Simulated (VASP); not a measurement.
Crystal: Li.

```
Li
1.0
     0.00000    2.20200    2.20200
     2.20200    0.00000    2.20200
     2.20200    2.20200    0.00000
Li
1
Direct
  0.00000 0.00000 0.00000
```

```yaml
Program: VASP 6.6.1
Task: relaxation of cell and atoms
Functional: LDA
Potentials_or_basis: VASP PAW LDA potentials, release 64 (Li_sv)
Cutoff: 750 eV
k_mesh: 8 × 8 × 8
Occupations: gaussian, width 0.15 eV
Spin: no spin polarisation
```

At the start: pressure -1.5 GPa; volume 21.35 Å³/atom.

**Question.** Where does the relaxation end?

**Answer.** Over 3 steps the energy falls by 12.2 meV/atom and the volume is 19.40 Å³/atom (-9.1 %); space group Fm-3m (No. 225, to 0.05 Å).

Step by step:
| step | energy change (eV) | largest force (eV/Å) | pressure (GPa) | volume (Å³) |
| --- | --- | --- | --- | --- |
| 1 | 0.0000 | 0.0000 | -1.55 | 21.35 |
| 2 | -0.0055 | 0.0000 | -1.22 | 20.72 |
| 3 | -0.0122 | 0.0000 | -0.36 | 19.40 |

Final structure:
```yaml
crystal:
  lattice:
    - [0.00000, 2.13283, 2.13283]
    - [2.13283, 0.00000, 2.13283]
    - [2.13283, 2.13283, 0.00000]
  atoms:
    - { symbol: Li, position: [0.00000, 0.00000, 0.00000] }
```
